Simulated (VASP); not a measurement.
# CoPtO2 (R-3m) in VASP: single point with LDA

Aim: the single point of CoPtO2 with LDA.

All numbers are computed with VASP 6.6.1; they aren't measurements. Logs are shortened: lines on timing, memory, paths and dates and some standing lists are left out, and cuts for length are marked.

### 1 The cell of the first run

The structure is trigonal, space group R-3m (No. 166). Conventional cell: a = 2.784 Å, b = 2.784 Å, c = 17.549 Å, α = 90.00°, β = 90.00°, γ = 120.00°. Co (site symmetry -3m) has 6 O at 1.87 Å within 2.5 Å. Pt (site symmetry -3m) has 2 O at 1.97 Å within 2.6 Å. O (site symmetry 3m) has 3 Co at 1.87 Å and 1 Pt at 1.97 Å and 3 O at 2.49 Å within 2.5 Å.

### 2 Single point, LDA

File INCAR:

```
SYSTEM = CoPtO2
PREC     = Accurate       ! precision mode
ENCUT    = 520            ! plane-wave cutoff, eV
EDIFF    = 1E-6           ! SCF threshold, eV
ISMEAR   = 0              ! smearing method
SIGMA    = 0.1            ! smearing width, eV
LREAL    = .False.        ! projectors in reciprocal space
LASPH    = .True.         ! aspherical terms in the spheres
NELM     = 100            ! most SCF steps
ALGO     = Normal         ! electronic algorithm
ISIF     = 2              ! what is computed and relaxed
LWAVE    = .False.        ! write WAVECAR
LCHARG   = .False.        ! write CHGCAR
GGA      = CA             ! functional
NBANDS   = 24             ! bands
```

File KPOINTS:

```
Automatic mesh
0
Gamma
  18 18 18
  0 0 0
```

File POSCAR:

```
CoPtO2
1.0
    1.3918229185      0.8035693367      5.8498086567
   -1.3918229185      0.8035693367      5.8498086567
    0.0000000000     -1.6071386734      5.8498086567
Co Pt O
1 1 2
Direct
    0.5000000000      0.5000000000      0.5000000000
    0.0000000000      0.0000000000      0.0000000000
    0.8876998885      0.8876998885      0.8876998885
    0.1123001115      0.1123001115      0.1123001115
```

Potentials or basis: VASP PAW LDA potentials, release 64 (Co, Pt, O).

Run with:

```bash
cat potpaw_LDA.64/Co/POTCAR potpaw_LDA.64/Pt/POTCAR potpaw_LDA.64/O/POTCAR > POTCAR
mpirun -np 1 vasp_std > vasp.out
```

OUTCAR:

```text
SYSTEM = CoPtO2
   PREC = Accurate
   ENCUT = 520
   EDIFF = 1E-6
   ISMEAR = 0
   LREAL = .False.
   LASPH = .True.
   NELM = 100
   ISIF = 2
   GGA = CA

 ion  position               nearest neighbor table
   1  0.500  0.500  0.500-   4 1.87   4 1.87   3 1.87   3 1.87   4 1.87   3 1.87
   2  0.000  0.000  0.000-   3 1.97   4 1.97
   3  0.888  0.888  0.888-   1 1.87   1 1.87   1 1.87   2 1.97
   4  0.112  0.112  0.112-   1 1.87   1 1.87   1 1.87   2 1.97

  LATTYP: Found a trigonal (rhomboedric) cell.
 ALAT       =     6.0665604782
 COS(alpha) =     0.8947279937

  Lattice vectors:

 A1 = (   1.3918229185,   0.8035693367,   5.8498086567)
 A2 = (  -1.3918229185,   0.8035693367,   5.8498086567)
 A3 = (   0.0000000000,  -1.6071386734,   5.8498086567)

Analysis of symmetry for initial positions (statically):
=====================================================================
 Subroutine PRICEL returns:
 Original cell was already a primitive cell.

 Routine SETGRP: Setting up the symmetry group for a
 trigonal (rhombohedral) supercell.

 Subroutine GETGRP returns: Found 12 space group operations
 (whereof 12 operations were pure point group operations)
 out of a pool of 12 trial point group operations.

The static configuration has the point symmetry D_3d.

Analysis of symmetry for dynamics (positions and initial velocities):
=====================================================================
 Subroutine PRICEL returns:
 Original cell was already a primitive cell.

 Routine SETGRP: Setting up the symmetry group for a
 trigonal (rhombohedral) supercell.

 Subroutine GETGRP returns: Found 12 space group operations
 (whereof 12 operations were pure point group operations)
 out of a pool of 12 trial point group operations.

The dynamic configuration has the point symmetry D_3d.

 Subroutine INISYM returns: Found 12 space group operations
 (whereof 12 operations are pure point group operations),
 and found     1 'primitive' translations

----------------------------------------------------------------------------------------

                                     Primitive cell

  volume of cell :      39.2555

  direct lattice vectors                    reciprocal lattice vectors
     1.391822918  0.803569337  5.849808657     0.359241103  0.207407947  0.056981921
    -1.391822918  0.803569337  5.849808657    -0.359241103  0.207407947  0.056981921
     0.000000000 -1.607138673  5.849808657     0.000000000 -0.414815895  0.056981921

  length of vectors
     6.066560478  6.066560478  6.066560478     0.418711316  0.418711316  0.418711316

  position of ions in fractional coordinates (direct lattice)
     0.500000000  0.500000000  0.500000000
     0.000000000  0.000000000  0.000000000
     0.887699889  0.887699889  0.887699889
     0.112300111  0.112300111  0.112300111

  ion indices of the primitive-cell ions
   primitive index   ion index
                 1           1
                 2           2
                 3           3
                 4           4

----------------------------------------------------------------------------------------

 KPOINTS: Automatic mesh

Automatic generation of k-mesh.
 Grid dimensions read from file:
 generate k-points for:   18   18   18

 Generating k-lattice:

  Cartesian coordinates                     Fractional coordinates (reciprocal lattice)
     0.019957839  0.011522664  0.003165662     0.055555556  0.000000000 -0.000000000
    -0.019957839  0.011522664  0.003165662     0.000000000  0.055555556 -0.000000000
     0.000000000 -0.023045327  0.003165662    -0.000000000 -0.000000000  0.055555556

  Length of vectors
     0.023261740  0.023261740  0.023261740

  Shift w.r.t. Gamma in fractional coordinates (k-lattice)
     0.000000000  0.000000000  0.000000000

 Subroutine IBZKPT returns following result:
 ===========================================

 Found    580 irreducible k-points:

 Following reciprocal coordinates:
            Coordinates               Weight
  0.000000  0.000000  0.000000      1.000000
  0.055556  0.000000  0.000000      6.000000
  0.111111  0.000000  0.000000      6.000000
  0.166667  0.000000  0.000000      6.000000
  0.222222  0.000000  0.000000      6.000000
  0.277778  0.000000  0.000000      6.000000
[... 16 lines left out ...]
 -0.277778  0.055556 -0.000000     12.000000
 -0.222222  0.055556  0.000000     12.000000
 [... further k-points ...]
   k-points           NKPTS =    580   k-points in BZ     NKDIM =    580   number of bands    NBANDS=     24
   number of dos      NEDOS =    301   number of ions     NIONS =      4
   total plane-waves  NPLWV = 110592
   dimension x,y,z NGX =    48 NGY =   48 NGZ =   48
   dimension x,y,z NGXF=    96 NGYF=   96 NGZF=   96
   ions per type =               1   1   2
   NGX,Y,Z   is equivalent  to a cutoff of  13.15, 13.15, 13.15 a.u.
   NGXF,Y,Z  is equivalent  to a cutoff of  26.31, 26.31, 26.31 a.u.
 SYSTEM =  CoPtO2
   PREC   = accura    normal or accurate (medium, high low for compatibility)
   ISTART =      0    job   : 0-new  1-cont  2-samecut
   ICHARG =      2    charge: 1-file 2-atom 10-const
   ISPIN  =      1    spin polarized calculation?
   LNONCOLLINEAR =      F non collinear calculations
   LSORBIT =      F    spin-orbit coupling
   LASPH  =      T    aspherical Exc in radial PAW
   ENCUT  =  520.0 eV  38.22 Ry    6.18 a.u.  11.28 11.28 11.28*2*pi/ulx,y,z
   NELM   =    100;   NELMIN=  2; NELMDL= -5     # of ELM steps
   EDIFF  = 0.1E-05   stopping-criterion for ELM
   LREAL  =      F    real-space projection
   EDIFFG = 0.1E-04   stopping-criterion for IOM
   NSW    =      0    number of steps for IOM
   IBRION =     -1    ionic relax: 0-MD 1-quasi-New 2-CG
   NFREE  =      0    steps in history (QN), initial steepest desc. (CG)
   ISIF   =      2    stress and relaxation
   ISYM   =      2    0-nonsym 1-usesym 2-fastsym
   POTIM  = 0.5000    time-step for ionic-motion
   TEBEG  =    0.0;   TEEND  =   0.0 temperature during run
   PSTRESS=    0.0 pullay stress
   NELECT =      31.0000    total number of electrons
   NUPDOWN=      -1.0000    fix difference up-down
   EMIN   =  10.00;   EMAX   =-10.00  energy-range for DOS
   EFERMI =   0.00;   METHOD = LEGACY
   ISMEAR =     0;   SIGMA  =   0.10  broadening in eV -4-tet -1-fermi 0-gaus
   EFERMI_NEDOS =   21; number of points for ismear=-14 and -15
   IALGO  =     38    algorithm
   IMIX   =      4    mixing-type and parameters
     AMIX     =   0.40;   BMIX     =  1.00
     AMIX_MAG =   1.60;   BMIX_MAG =  1.00
  volume/ion in A,a.u.               =       9.81        66.23
  Fermi-wavevector in a.u.,A,eV,Ry     =   1.513196  2.859527 31.154123  2.289763
  Thomas-Fermi vector in A             =   2.623020
   LORBIT       =      0    0 simple, 1 ext, 2 COOP (PROOUT), +10 PAW based schemes
   GGA     = CA    functional components
   LHFCALC =     F    Hartree Fock is set to
   AEXX    =    0.0000 exact exchange contribution
   IVDW    =     0    specifies the selected vdW correction
   LEPSILON=     F    determine dielectric tensor
   LRPA    =     F    only Hartree local field effects (RPA)
 non-spin polarized calculation
 Gauss-broadening in eV      SIGMA  =   0.10
  energy-cutoff  :      520.00
  volume of cell :       39.26
 maximum number of plane-waves:      1074
 NGX is ok and might be reduce to    48
   NGX = 23   NGY = 23   NGZ = 23

 number of electron      31.0000006 magnetization

 Free energy of the ion-electron system (eV)
  ---------------------------------------------------
  ext. energy  EPLUGINS =         0.00000000
  ---------------------------------------------------
  free energy    TOTEN  =       -30.89873263 eV

  energy without entropy =      -30.89579735  energy(sigma->0) =      -30.89726499

 E-fermi :   9.2387     XC(G=0): -13.3662

 val. band max:        9.1959563183   @ k =  -0.3333  -0.3333   0.1111
 cond. band min:       9.3362203351   @ k =  -0.2778   0.2222   0.2222
 fundamental gap:      0.1402640168
 Fermi energy:         9.2386960826

 k-point     1 :       0.0000    0.0000    0.0000
  band No.  band energies     occupation
      1     -12.6064      2.00000
      2     -10.4591      2.00000
      3      -0.9910      2.00000
      4       1.7555      2.00000
      5       2.2675      2.00000
      6       2.2675      2.00000
[... 16 lines left out ...]
     23      24.8388      0.00000
     24      26.6521      0.00000

 k-point     2 :       0.0556    0.0000    0.0000
  band No.  band energies     occupation
      1     -12.5661      2.00000
      2     -10.4556      2.00000
      3      -0.9417      2.00000
      4       1.8495      2.00000
      5       2.1469      2.00000
      6       2.2862      2.00000
[... 16 lines left out ...]
     23      24.9417      0.00000
     24      26.2110      0.00000

 k-point     3 :       0.1111    0.0000    0.0000
  band No.  band energies     occupation
      1     -12.4480      2.00000
      2     -10.4462      2.00000
      3      -0.8002      2.00000
      4       1.8631      2.00000
      5       2.1162      2.00000
      6       2.3401      2.00000
[... 16 lines left out ...]
     23      25.0747      0.00000
     24      25.2813      0.00000

 k-point     4 :       0.1667    0.0000    0.0000
  band No.  band energies     occupation
      1     -12.2604      2.00000
      2     -10.4337      2.00000
      3      -0.5842      2.00000
      4       1.5390      2.00000
      5       2.4227      2.00000
      6       2.4764      2.00000
[... 16 lines left out ...]
     23      24.2399      0.00000
     24      24.7800      0.00000

 k-point     5 :       0.2222    0.0000    0.0000
  band No.  band energies     occupation
      1     -12.0175      2.00000
      2     -10.4225      2.00000
      3      -0.3199      2.00000
      4       1.2421      2.00000
      5       2.5244      2.00000
      6       2.6879      2.00000
[... 451 lines left out ...]
 k-point    22 :      -0.3333    0.0556   -0.0000
  band No.  band energies     occupation
      1     -11.3105      2.00000
      2     -10.4200      2.00000
      3       0.2648      2.00000
      4       0.7145      2.00000
      5       1.9239      2.00000
      6       2.7484      2.00000
[... 16 lines left out ...]
     23      22.4536      0.00000
     24      23.9728      0.00000

 k-point    23 :      -0.2778    0.0556   -0.0000
  band No.  band energies     occupation
      1     -11.5873      2.00000
      2     -10.4021      2.00000
      3       0.0624      2.00000
      4       0.8992      2.00000
      5       2.2058      2.00000
      6       2.6858      2.00000
[... 16 lines left out ...]
     23      22.5454      0.00000
     24      24.2985      0.00000

 k-point    24 :      -0.2222    0.0556    0.0000
  band No.  band energies     occupation
      1     -11.8681      2.00000
      2     -10.4027      2.00000
      3      -0.1952      2.00000
      4       1.1093      2.00000
      5       2.4594      2.00000
      6       2.7137      2.00000
[... 16 lines left out ...]
     23      22.9796      0.00000
     24      23.6596      0.00000

 [... further k-points ...]
[... 5 lines left out ...]
  --------------------------------------------------------------------------------------
  -------------------------------------------------------------------------------------
  Total        0.1650380      0.1650380      0.3740711      0.0000000      0.0000000      0.0000000
  in kB        6.7358789      6.7358789     15.2673772      0.0000000      0.0000000      0.0000000
  external PRESSURE =       9.5797117 kB  Pullay stress =       0.0000000 kB

 VOLUME and BASIS-vectors are now :
 -----------------------------------------------------------------------------
  energy-cutoff  :      520.00
  volume of cell :       39.26
      direct lattice vectors                 reciprocal lattice vectors
     1.391822918  0.803569337  5.849808657     0.359241103  0.207407947  0.056981921
    -1.391822918  0.803569337  5.849808657    -0.359241103  0.207407947  0.056981921
     0.000000000 -1.607138673  5.849808657     0.000000000 -0.414815895  0.056981921

 POSITION                                       TOTAL-FORCE (eV/Angst)
 -----------------------------------------------------------------------------------
      0.00000      0.00000      8.77471         0.000000     -0.000000      0.000000
      0.00000      0.00000      0.00000         0.000000      0.000000      0.000000
      0.00000      0.00000     15.57862         0.000000      0.000000     -0.002867
      0.00000      0.00000      1.97080         0.000000     -0.000000      0.002867
 -----------------------------------------------------------------------------------
    total drift:                               -0.000000     -0.000000      0.000000

  FREE ENERGIE OF THE ION-ELECTRON SYSTEM (eV)
  ---------------------------------------------------
  free  energy   TOTEN  =       -30.8987326339 eV

  energy  without entropy=      -30.8957973462  energy(sigma->0) =      -30.89726499
```

Wall time 45 min (1 thread of Intel Xeon Platinum 8259CL at 2.50GHz (Skylake/Cascade Lake), shared host); peak memory 0.71 GiB.

What came out:

```
Free energy            : -30.8987 eV
Pressure               : 1.0 GPa
Band gap on the k mesh : zero (an odd number of electrons rules out a gap without spin polarisation)
```

Forces in eV/Å, atoms in the order of the input:
```
Co   0.000  0.000  0.000
Pt   0.000  0.000  0.000
O    0.000  0.000 -0.003
O    0.000  0.000  0.003
```

Stress tensor (GPa, compression positive):
```
0.67 0.00 0.00
0.00 0.67 0.00
0.00 0.00 1.53
```

Caveat: spin-orbit coupling is left out, which moves the levels of the heavy elements; an odd number of electrons without spin polarisation forces a metal; a magnetic or distorted state may lie lower; the run has no spin polarisation, though such a crystal can be magnetic; semilocal functionals often make such compounds metallic where correlation or magnetic order opens a gap, which also shifts bond lengths. With open d or f shells a metallic result of LDA can be an artefact of self-interaction; +U or a hybrid may open a gap.

The gap in the log of VASP goes by the Fermi energy; the results here count the filled bands.